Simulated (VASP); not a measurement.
Here is a VASP 6.6.1 calculation.

INCAR

```
PREC = Accurate ; ENCUT = 520
EDIFF = 1E-7 ; ISMEAR = 0
SIGMA = 0.1 ; LREAL = F
LASPH = T ; NELM = 80
ALGO = Normal ; ISIF = 2
LWAVE = F ; LCHARG = F
GGA = PS ; NBANDS = 21
```

File KPOINTS:

```
Automatic mesh
0
Gamma
  18 18 4
```

POSCAR

```
B2O
1.0
    2.5222870174      0.0000000000      0.0000000000
   -1.2611435087      2.1843646327      0.0000000000
    0.0000000000      0.0000000000     10.1957275739
B O
4 2
Direct
    0.0000000000      0.0000000000      0.4141650340
    0.0000000000      0.0000000000      0.5858349660
    0.6666666667      0.3333333333      0.0309257166
    0.3333333333      0.6666666667      0.9690742834
    0.6666666667      0.3333333333      0.3596238634
    0.3333333333      0.6666666667      0.6403761366
```

Potentials or basis: VASP PAW PBE potentials, release 64 (B, O).

Command:

```bash
$ cat potpaw_PBE.64/B/POTCAR potpaw_PBE.64/O/POTCAR > POTCAR
$ mpirun -np 1 vasp_std > vasp.out
```

(1) What does it give for the largest force?

(2) Estimate the pressure.

Results:

(1) 0.034 eV/Å.

(2) 0.5 GPa.

Caveat: the PAW data sets were made with another functional, which shifts forces and pressure a little; this functional lacks dispersion, which binds the layers, so the pressure and a relaxed spacing across them are unreliable.
